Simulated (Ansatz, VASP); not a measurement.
**Se in VASP and in Ansatz**

The input INCAR:

```
ALGO     = Normal         # electronic algorithm
EDIFF    = 1E-7           # SCF threshold, eV
ENCUT    = 520            # plane-wave cutoff, eV
GGA      = PE             # functional
ISIF     = 2              # what is computed and relaxed
ISMEAR   = 0              # smearing method
IVDW     = 12             # dispersion correction
LASPH    = T              # aspherical terms in the spheres
LCHARG   = F              # write CHGCAR
LREAL    = F              # projectors in reciprocal space
LWAVE    = F              # write WAVECAR
NBANDS   = 16             # bands
NELM     = 80             # most SCF steps
PREC     = Accurate       # precision mode
SIGMA    = 0.05           # smearing width, eV
```

File KPOINTS:

```
k-points
0
Gamma
  12 12 8
```

The input POSCAR:

```
Se
1.0
    4.1182799665      0.0000000000      0.0000000000
   -2.0591399833      3.5665350709      0.0000000000
    0.0000000000      0.0000000000      5.4040069721
Se
3
Direct
    0.2473450684      0.0000000000      0.3333333333
    0.0000000000      0.2473450684      0.6666666667
    0.7526549316      0.7526549316      0.0000000000
```

Input for Ansatz:

```yaml
crystal:
  lattice:
    - [4.1182799665, 0.0, 0.0]
    - [-2.0591399833, 3.5665350709, 0.0]
    - [0.0, 0.0, 5.4040069721]
  atoms:
    - { symbol: Se, position: [0.2473450684, 0.0, 0.3333333333] }
    - { symbol: Se, position: [0.0, 0.2473450684, 0.6666666667] }
    - { symbol: Se, position: [0.7526549316, 0.7526549316, 0.0] }
basis:
  ecutwfc: 420
kpoints:
  mp_grid: { grid: [12, 12, 8] }
hamiltonian:
  xc: pbe
  dispersion: d3bj
scf:
  occupations: { method: gaussian, width: 0.05 }
output:
  forces: true
  stress: true
  eigenvalues: true
```

Alike in both runs: task single point; functional PBE; dispersion D3(BJ); k mesh 12 × 12 × 8; occupations gaussian, width 0.05 eV; no spin polarisation.

|  | VASP | Ansatz |
| --- | --- | --- |
| version | VASP 6.6.1 | Ansatz 0.2.0 |
| potentials or method | VASP PAW PBE potentials, release 64 (Se), cutoff 520 eV | scalar-relativistic, plane waves, PAW |
| valence electrons in the cell | 18 | 48 |

Ansatz gave:

| Quantity | Value |
| --- | --- |
| gap on the k mesh at the Fermi level (eV) | 0.25 |
| least direct gap on the mesh (eV) | 0.25 |
| pressure (GPa) | -4.9 |
| traceless stress, the component that is largest in VASP (GPa) | -2.59 |
| rms of the force components (eV/Å) | 0.285 |

Estimate VASP's values.

gap on the k mesh at the Fermi level (eV): 0.24; least direct gap on the mesh (eV): 0.24; pressure (GPa): -4.8; traceless stress, the component that is largest in VASP (GPa): -2.57; rms of the force components (eV/Å): 0.279.

Atom by atom the forces differ by 0.006 eV/Å (rms over components). VASP's potentials hold 18 valence electrons a cell and Ansatz's 48, so a difference there can come from the potentials and not from the codes.
